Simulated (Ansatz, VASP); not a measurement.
# WS2 in VASP and in Ansatz

The input INCAR:

```
SYSTEM = WS2
PREC = Accurate
ENCUT = 520
EDIFF = 1E-6
ISMEAR = 0
SIGMA = 0.05
LREAL = .False.
LASPH = .True.
NELM = 80
ALGO = Normal
ISIF = 2
LWAVE = .False.
LCHARG = .False.
GGA = PS
NBANDS = 35
```

File KPOINTS:

```
Automatic mesh
0
Gamma
  12 12 2
  0 0 0
```

File POSCAR:

```
WS2
1.0
    3.2012002007      0.0000000000      0.0000000000
   -1.6006001004      2.7723206964      0.0000000000
    0.0000000000      0.0000000000     12.9184432105
W S
2 4
Direct
    0.3333333333      0.6666666667      0.2500000000
    0.6666666667      0.3333333333      0.7500000000
    0.3333333333      0.6666666667      0.6199879487
    0.6666666667      0.3333333333      0.1199879487
    0.3333333333      0.6666666667      0.8800120513
    0.6666666667      0.3333333333      0.3800120513
```

Input for Ansatz:

```yaml
crystal:
  lattice:
    - [3.2012002007, 0.0, 0.0]
    - [-1.6006001004, 2.7723206964, 0.0]
    - [0.0, 0.0, 12.9184432105]
  atoms:
    - { symbol: W, position: [0.3333333333, 0.6666666667, 0.25] }
    - { symbol: W, position: [0.6666666667, 0.3333333333, 0.75] }
    - { symbol: S, position: [0.3333333333, 0.6666666667, 0.6199879487] }
    - { symbol: S, position: [0.6666666667, 0.3333333333, 0.1199879487] }
    - { symbol: S, position: [0.3333333333, 0.6666666667, 0.8800120513] }
    - { symbol: S, position: [0.6666666667, 0.3333333333, 0.3800120513] }
basis:
  ecutwfc: 420
kpoints:
  mp_grid: { grid: [12, 12, 2] }
hamiltonian:
  xc: pbesol
  pseudopotentials: { kind: paw, azcp: { folder: soft_1 } }
scf:
  occupations: { method: gaussian, width: 0.05 }
output:
  forces: true
  stress: true
  eigenvalues: true
```

Alike in both runs: task single point; functional PBEsol; k mesh 12 × 12 × 2; occupations gaussian, width 0.05 eV; no spin polarisation.

|  | VASP | Ansatz |
| --- | --- | --- |
| version | VASP 6.6.1 | Ansatz 0.2.0 |
| potentials or method | VASP PAW PBE potentials, release 64 (W_sv, S), cutoff 520 eV | scalar-relativistic, plane waves, PAW |
| valence electrons in the cell | 52 | 52 |

Ansatz gave:

* gap on the k mesh at the Fermi level (eV): 1.05
* least direct gap on the mesh (eV): 1.90
* pressure (GPa): -14.4
* traceless stress, the component that is largest in VASP (GPa): -6.32
* rms of the force components (eV/Å): 1.042

Q: Estimate VASP's values.

A: gap on the k mesh at the Fermi level (eV): 1.07; least direct gap on the mesh (eV): 1.90; pressure (GPa): -14.4; traceless stress, the component that is largest in VASP (GPa): -6.30; rms of the force components (eV/Å): 1.036.

VASP's potentials were made for PBE, not for PBEsol, and Ansatz warns of the same on its side. Atom by atom the forces differ by 0.007 eV/Å (rms over components).

Neither program's run includes spin-orbit coupling.
